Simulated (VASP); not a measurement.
# TlCl (Pm-3m) in VASP: G0W0 quasiparticle levels with PBE

Aim: the G0W0 quasiparticle levels of TlCl with PBE.

All numbers are computed with VASP 6.6.1; they aren't measurements. Logs are shortened: lines on timing, memory, paths and dates and some standing lists are left out, and cuts for length are marked.

### 1 The cell of the first run

Symmetry: Pm-3m, No. 221, cubic system. Conventional cell: a = 3.839 Å, b = 3.839 Å, c = 3.839 Å, α = 90.00°, β = 90.00°, γ = 90.00°. Within 4.4 Å of Tl (site symmetry m-3m) lie 8 Cl at 3.32 Å and 6 Tl at 3.84 Å. Within 4.4 Å of Cl (site symmetry m-3m) lie 8 Tl at 3.32 Å and 6 Cl at 3.84 Å.

### 2 G0W0 quasiparticle levels, PBE

POSCAR

```
TlCl
1.0
    3.8388256317      0.0000000000      0.0000000000
    0.0000000000      3.8388256317      0.0000000000
    0.0000000000      0.0000000000      3.8388256317
Tl Cl
1 1
Direct
    0.0000000000      0.0000000000      0.0000000000
    0.5000000000      0.5000000000      0.5000000000
```

INCAR.step1

```
SYSTEM = TlCl
ALGO     = Normal         ! electronic algorithm
EDIFF    = 1E-8           ! SCF threshold, eV
ENCUT    = 500            ! plane-wave cutoff, eV
GGA      = PE             ! functional
ISMEAR   = 0              ! smearing method
LASPH    = .TRUE.         ! aspherical terms in the spheres
LCHARG   = .FALSE.        ! write CHGCAR
LREAL    = .FALSE.        ! projectors in reciprocal space
LWAVE    = .TRUE.         ! write WAVECAR
NELM     = 80             ! most SCF steps
PREC     = Accurate       ! precision mode
SIGMA    = 0.01           ! smearing width, eV
```

INCAR.step2

```
SYSTEM = TlCl
ALGO     = Exact          ! electronic algorithm
EDIFF    = 1E-8           ! SCF threshold, eV
ENCUT    = 500            ! plane-wave cutoff, eV
GGA      = PE             ! functional
ISMEAR   = 0              ! smearing method
ISTART   = 1            
LASPH    = .TRUE.         ! aspherical terms in the spheres
LCHARG   = .FALSE.        ! write CHGCAR
LOPTICS  = .TRUE.         ! frequency-dependent dielectric function
LREAL    = .FALSE.        ! projectors in reciprocal space
LWAVE    = .TRUE.         ! write WAVECAR
NBANDS   = 223            ! bands
NELM     = 1              ! most SCF steps
PREC     = Accurate       ! precision mode
SIGMA    = 0.01           ! smearing width, eV
```

INCAR.step3

```
SYSTEM = TlCl
ALGO     = EVGW0          ! electronic algorithm
EDIFF    = 1E-8           ! SCF threshold, eV
ENCUT    = 500            ! plane-wave cutoff, eV
ENCUTGW  = 140.0          ! cutoff of the response function
GGA      = PE             ! functional
ISMEAR   = 0              ! smearing method
ISTART   = 1            
LASPH    = .TRUE.         ! aspherical terms in the spheres
LCHARG   = .FALSE.        ! write CHGCAR
LREAL    = .FALSE.        ! projectors in reciprocal space
LWAVE    = .FALSE.        ! write WAVECAR
NBANDS   = 223            ! bands
NBANDSGW = 19           
NELMGW   = 1            
NOMEGA   = 96             ! frequency points
OMEGAMAX = 20           
PREC     = Accurate       ! precision mode
PRECFOCK = Fast         
SIGMA    = 0.01           ! smearing width, eV
```

KPOINTS

```
k-points
0
G
  4 4 4
  0 0 0
```

Potentials or basis: VASP PAW PBE potentials, release 64 (Tl_d_GW, Cl_GW).

Launch:

```sh
$ cat potpaw_PBE.64/Tl_d_GW/POTCAR potpaw_PBE.64/Cl_GW/POTCAR > POTCAR
$ cp INCAR.step1 INCAR
$ mpirun -np 1 vasp_std > vasp.out
$ cp INCAR.step2 INCAR
$ mpirun -np 1 vasp_std > vasp.out
$ cp INCAR.step3 INCAR
$ mpirun -np 1 vasp_std > vasp.out
```

OUTCAR:

```text
SYSTEM = TlCl
   EDIFF = 1E-8
   ENCUT = 500
   ENCUTGW = 140.0
   GGA = PE
   ISMEAR = 0
   ISTART = 1
   LASPH = .TRUE.
   LREAL = .FALSE.
   NELMGW = 1
   PREC = Accurate
   PRECFOCK = Fast

 ion  position               nearest neighbor table
   1  0.000  0.000  0.000-
   2  0.500  0.500  0.500-

  LATTYP: Found a simple cubic cell.
 ALAT       =     3.8388256317

  Lattice vectors:

 A1 = (   3.8388256317,   0.0000000000,   0.0000000000)
 A2 = (   0.0000000000,   3.8388256317,   0.0000000000)
 A3 = (   0.0000000000,   0.0000000000,   3.8388256317)

Analysis of symmetry for initial positions (statically):
=====================================================================
 Subroutine PRICEL returns:
 Original cell was already a primitive cell.

 Routine SETGRP: Setting up the symmetry group for a
 simple cubic supercell.

 Subroutine GETGRP returns: Found 48 space group operations
 (whereof 48 operations were pure point group operations)
 out of a pool of 48 trial point group operations.

The static configuration has the point symmetry O_h .

Analysis of symmetry for dynamics (positions and initial velocities):
=====================================================================
 Subroutine PRICEL returns:
 Original cell was already a primitive cell.

 Routine SETGRP: Setting up the symmetry group for a
 simple cubic supercell.

 Subroutine GETGRP returns: Found 48 space group operations
 (whereof 48 operations were pure point group operations)
 out of a pool of 48 trial point group operations.

The dynamic configuration has the point symmetry O_h .

 Subroutine INISYM returns: Found 48 space group operations
 (whereof 48 operations are pure point group operations),
 and found     1 'primitive' translations

----------------------------------------------------------------------------------------

                                     Primitive cell

  volume of cell :      56.5712

  direct lattice vectors                    reciprocal lattice vectors
     3.838825632  0.000000000  0.000000000     0.260496333  0.000000000  0.000000000
     0.000000000  3.838825632  0.000000000     0.000000000  0.260496333  0.000000000
     0.000000000  0.000000000  3.838825632     0.000000000  0.000000000  0.260496333

  length of vectors
     3.838825632  3.838825632  3.838825632     0.260496333  0.260496333  0.260496333

  position of ions in fractional coordinates (direct lattice)
     0.000000000  0.000000000  0.000000000
     0.500000000  0.500000000  0.500000000

  ion indices of the primitive-cell ions
   primitive index   ion index
                 1           1
                 2           2

----------------------------------------------------------------------------------------

 KPOINTS: k-points

Automatic generation of k-mesh.
 Grid dimensions read from file:
 generate k-points for:    4    4    4

 Generating k-lattice:

  Cartesian coordinates                     Fractional coordinates (reciprocal lattice)
     0.065124083  0.000000000  0.000000000     0.250000000  0.000000000  0.000000000
     0.000000000  0.065124083  0.000000000     0.000000000  0.250000000  0.000000000
     0.000000000  0.000000000  0.065124083     0.000000000  0.000000000  0.250000000

  Length of vectors
     0.065124083  0.065124083  0.065124083

  Shift w.r.t. Gamma in fractional coordinates (k-lattice)
     0.000000000  0.000000000  0.000000000

 Subroutine IBZKPT returns following result:
 ===========================================

 Found     10 irreducible k-points:

 Following reciprocal coordinates:
            Coordinates               Weight
  0.000000  0.000000  0.000000      1.000000
  0.250000  0.000000  0.000000      6.000000
  0.500000  0.000000  0.000000      3.000000
  0.250000  0.250000  0.000000     12.000000
  0.500000  0.250000  0.000000     12.000000
  0.500000  0.500000  0.000000      3.000000
  0.250000  0.250000  0.250000      8.000000
  0.500000  0.250000  0.250000     12.000000
  0.500000  0.500000  0.250000      6.000000
  0.500000  0.500000  0.500000      1.000000
   k-points           NKPTS =     10   k-points in BZ     NKDIM =     64   number of bands    NBANDS=    223
   number of dos      NEDOS =    301   number of ions     NIONS =      2
   total plane-waves  NPLWV =  21952
   dimension x,y,z NGX =    28 NGY =   28 NGZ =   28
   dimension x,y,z NGXF=    56 NGYF=   56 NGZF=   56
   ions per type =               1   1
   NGX,Y,Z   is equivalent  to a cutoff of  12.13, 12.13, 12.13 a.u.
   NGXF,Y,Z  is equivalent  to a cutoff of  24.25, 24.25, 24.25 a.u.
 SYSTEM =  TlCl
   PREC   = accura    normal or accurate (medium, high low for compatibility)
   ISTART =      1    job   : 0-new  1-cont  2-samecut
   ICHARG =      0    charge: 1-file 2-atom 10-const
   ISPIN  =      1    spin polarized calculation?
   LNONCOLLINEAR =      F non collinear calculations
   LSORBIT =      F    spin-orbit coupling
   LASPH  =      T    aspherical Exc in radial PAW
   ENCUT  =  500.0 eV  36.75 Ry    6.06 a.u.   7.00  7.00  7.00*2*pi/ulx,y,z
   NELM   =     60;   NELMIN=  2; NELMDL=  0     # of ELM steps
   EDIFF  = 0.1E-07   stopping-criterion for ELM
   LREAL  =      F    real-space projection
   EDIFFG = 0.1E-06   stopping-criterion for IOM
   NSW    =      0    number of steps for IOM
   IBRION =     -1    ionic relax: 0-MD 1-quasi-New 2-CG
   NFREE  =      0    steps in history (QN), initial steepest desc. (CG)
   ISIF   =      0    stress and relaxation
   ISYM   =      3    0-nonsym 1-usesym 2-fastsym
   POTIM  = 0.5000    time-step for ionic-motion
   TEBEG  =    0.0;   TEEND  =   0.0 temperature during run
   PSTRESS=    0.0 pullay stress
   NELECT =      22.0000    total number of electrons
   NUPDOWN=      -1.0000    fix difference up-down
   EMIN   =  10.00;   EMAX   =-10.00  energy-range for DOS
   EFERMI =   0.00;   METHOD = LEGACY
   ISMEAR =     0;   SIGMA  =   0.01  broadening in eV -4-tet -1-fermi 0-gaus
   EFERMI_NEDOS =   21; number of points for ismear=-14 and -15
   IALGO  =     38    algorithm
   IMIX   =      4    mixing-type and parameters
     AMIX     =   0.40;   BMIX     =  1.00
     AMIX_MAG =   1.60;   BMIX_MAG =  1.00
  volume/ion in A,a.u.               =      28.29       190.88
  Fermi-wavevector in a.u.,A,eV,Ry     =   1.194953  2.258133 19.427918  1.427912
  Thomas-Fermi vector in A             =   2.330930
   LORBIT       =      0    0 simple, 1 ext, 2 COOP (PROOUT), +10 PAW based schemes
   GGA     = PE    functional components
   LHFCALC =     T    Hartree Fock is set to
   PRECFOCK=fast      Normal, Fast or Accurate (Low or Medium for compatibility)
   ENCUT4O =  -1.0   cutoff for four orbital integrals eV
   NKREDX  =     1    reduce k-point grid by
   NKREDY  =     1    reduce k-point grid by
   NKREDZ  =     1    reduce k-point grid by
   AEXX    =    1.0000 exact exchange contribution
   HFSCREEN=    0.0000 screening length (either q_TF or 0.3 A-1)
   HFSCREENC=   0.0000 screening length for correlation (either q_TF or 0.3 A-1)
   ENCUTFOCK=  -1.0 apply spherical cutoff to Coloumb kernel
   IVDW    =     0    specifies the selected vdW correction
   LEPSILON=     F    determine dielectric tensor
   LRPA    =     F    only Hartree local field effects (RPA)
   LRPAFORCE           =     F    calculate RPA forces
   ENCUTGW             = 140.0    cutoff for response function in eV
   ENCUTGWSOFT         = 112.0    soft cutoff for Coulomb kernel in GW response function in eV
   ENCUTLF             =  -1.0    cutoff for local field effects
   NELMGW              =     1    number of iterations in solving QP/BSE equation
   NELMHF              =     1    number of iterations in the inner HF iteration
   NKREDLFX            =     1    NKREDLFY  =   1   NKREDLFZ  =   1
 non-spin polarized calculation
 Gauss-broadening in eV      SIGMA  =   0.01
  energy-cutoff  :      500.00
  volume of cell :       56.57
 maximum number of plane-waves:      1472
 NGX is ok and might be reduce to    28
  NGX = 16; NGY = 16; NGZ = 16
   NGX = 13   NGY = 13   NGZ = 13
 maximum number of plane-waves:       228

 QP shifts <psi_nk| G(iteration)W_0 |psi_nk>: iteration 1
 for sc-GW calculations column KS-energies equals QP-energies in previous step
 and V_xc(KS)=  KS-energies - (<T + V_ion + V_H > + <T+V_H+V_ion>^1  + <V_x>^1)

 k-point   1 :       0.0000    0.0000    0.0000
  band No.  KS-energies  QP-energies   sigma(KS)   V_xc(KS)     V^pw_x(r,r')   Z            occupation Imag(sigma)

      1    -124.2985    -135.8846     -27.4189     -11.8227     -34.7091       0.7429       2.0000       0.5665
      2     -12.8870     -13.2737     -15.4060     -14.8054     -23.9622       0.6438       2.0000       1.1393
      3      -9.0685     -11.7287     -19.7435     -16.1576     -23.6472       0.7419       2.0000       0.1076
      4      -9.0685     -11.7287     -19.7435     -16.1576     -23.6472       0.7419       2.0000       0.1076
      5      -8.8259     -11.5358     -20.0475     -16.4460     -23.9663       0.7524       2.0000       0.1127
      6      -8.8259     -11.5358     -20.0475     -16.4460     -23.9663       0.7524       2.0000       0.1127
[... 11 lines left out ...]
     18      14.7835      15.5359     -10.1061     -11.0996      -4.8947       0.7573       0.0000      -0.3668
     19      14.7835      15.5359     -10.1061     -11.0996      -4.8947       0.7573       0.0000      -0.3668

 k-point   2 :       0.2500    0.0000    0.0000
  band No.  KS-energies  QP-energies   sigma(KS)   V_xc(KS)     V^pw_x(r,r')   Z            occupation Imag(sigma)

      1    -124.2988    -135.8275     -27.4188     -11.8244     -34.7091       0.7393       2.0000       0.5665
      2     -12.7668     -13.1400     -15.5638     -14.9671     -24.0966       0.6254       2.0000       1.0742
      3      -9.0615     -11.7251     -19.7587     -16.1711     -23.6617       0.7425       2.0000       0.1072
      4      -8.9826     -11.6561     -19.8161     -16.2344     -23.7147       0.7464       2.0000       0.1141
      5      -8.8662     -11.5674     -19.9831     -16.3886     -23.9158       0.7515       2.0000       0.1237
      6      -8.8662     -11.5674     -19.9831     -16.3886     -23.9158       0.7515       2.0000       0.1237
[... 11 lines left out ...]
     18      14.7609      15.5334     -10.0255     -11.0414      -4.8241       0.7603       0.0000      -0.3271
     19      14.8431      15.4315      -9.3819     -10.1247      -4.1395       0.7921       0.0000      -0.4784

 k-point   3 :       0.5000    0.0000    0.0000
  band No.  KS-energies  QP-energies   sigma(KS)   V_xc(KS)     V^pw_x(r,r')   Z            occupation Imag(sigma)

      1    -124.2988    -135.8524     -27.4187     -11.8244     -34.7091       0.7409       2.0000       0.5664
      2     -12.6385     -12.9917     -15.7303     -15.1536     -24.2541       0.6125       2.0000       1.0110
      3      -9.0543     -11.7225     -19.7741     -16.1847     -23.6762       0.7433       2.0000       0.1069
      4      -8.9056     -11.5918     -19.9213     -16.3335     -23.8673       0.7487       2.0000       0.1337
      5      -8.9056     -11.5918     -19.9213     -16.3335     -23.8673       0.7487       2.0000       0.1337
      6      -8.9026     -11.5822     -19.8526     -16.2807     -23.7501       0.7502       2.0000       0.1248
[... 11 lines left out ...]
     18      14.7379      15.3199      -9.6305     -10.3839      -4.3647       0.7726       0.0000      -0.4491
     19      15.8700      16.5733     -10.0360     -10.9783      -4.5372       0.7464       0.0000      -0.4282

 k-point   4 :       0.2500    0.2500    0.0000
  band No.  KS-energies  QP-energies   sigma(KS)   V_xc(KS)     V^pw_x(r,r')   Z            occupation Imag(sigma)
[... 110 lines left out ...]
     18      16.2433      16.6608      -8.4323      -8.9762      -3.1406       0.7677       0.0000      -0.4948
     19      16.4844      17.2878     -10.2124     -11.2927      -4.6366       0.7437       0.0000      -0.4615

 k-point   9 :       0.5000    0.5000    0.2500
  band No.  KS-energies  QP-energies   sigma(KS)   V_xc(KS)     V^pw_x(r,r')   Z            occupation Imag(sigma)

      1    -124.2988    -135.8253     -27.4188     -11.8248     -34.7090       0.7392       2.0000       0.5665
      2     -12.4400     -12.8124     -15.9912     -15.3863     -24.4119       0.6155       2.0000       0.9480
      3      -8.9457     -11.6317     -19.8460     -16.2633     -23.7969       0.7497       2.0000       0.1401
      4      -8.9457     -11.6317     -19.8460     -16.2633     -23.7969       0.7497       2.0000       0.1401
      5      -8.9237     -11.5782     -19.8449     -16.3007     -23.8239       0.7490       2.0000       0.1436
      6      -8.8652     -11.5552     -19.9782     -16.3901     -23.8603       0.7497       2.0000       0.1088
[... 11 lines left out ...]
     18      16.6194      17.5821     -10.4321     -11.6684      -4.8854       0.7786       0.0000      -0.6393
     19      17.1401      17.9831     -11.0201     -12.1209      -5.0583       0.7658       0.0000      -0.6300

 k-point  10 :       0.5000    0.5000    0.5000
  band No.  KS-energies  QP-energies   sigma(KS)   V_xc(KS)     V^pw_x(r,r')   Z            occupation Imag(sigma)

      1    -124.2990    -135.7386     -27.4187     -11.8258     -34.7090       0.7336       2.0000       0.5664
      2     -12.3409     -12.6817     -16.0647     -15.4992     -24.4949       0.6026       2.0000       0.9311
      3      -9.0051     -11.6844     -19.7374     -16.1665     -23.7125       0.7503       2.0000       0.1624
      4      -9.0051     -11.6844     -19.7374     -16.1665     -23.7125       0.7503       2.0000       0.1624
      5      -9.0051     -11.6844     -19.7374     -16.1665     -23.7125       0.7503       2.0000       0.1624
      6      -8.7572     -11.4642     -20.1235     -16.5310     -23.9964       0.7535       2.0000       0.1092
[... 11 lines left out ...]
     18      17.3353      18.2222     -11.2128     -12.3751      -5.1940       0.7630       0.0000      -0.6690
     19      17.3353      18.2222     -11.2128     -12.3751      -5.1940       0.7630       0.0000      -0.6690
```

Wall time 16 min (1 thread of Intel Xeon 8259CL, shared host); peak memory 0.73 GiB.

What came out:

| Property | Result |
| --- | --- |
| Quasiparticle gap | 3.20 eV |
| Least direct quasiparticle gap | 3.20 eV |
| Band gap of the starting levels on the mesh | 2.09 eV |
| Least direct gap of the starting levels on the mesh | 2.09 eV |

Caveat: the k points lie up to 0.41 Å⁻¹ apart; bands, screening cutoff and mesh are small and nothing is extrapolated, so the quasiparticle values aren't converged; spin-orbit coupling is left out, which moves the levels of the heavy elements.
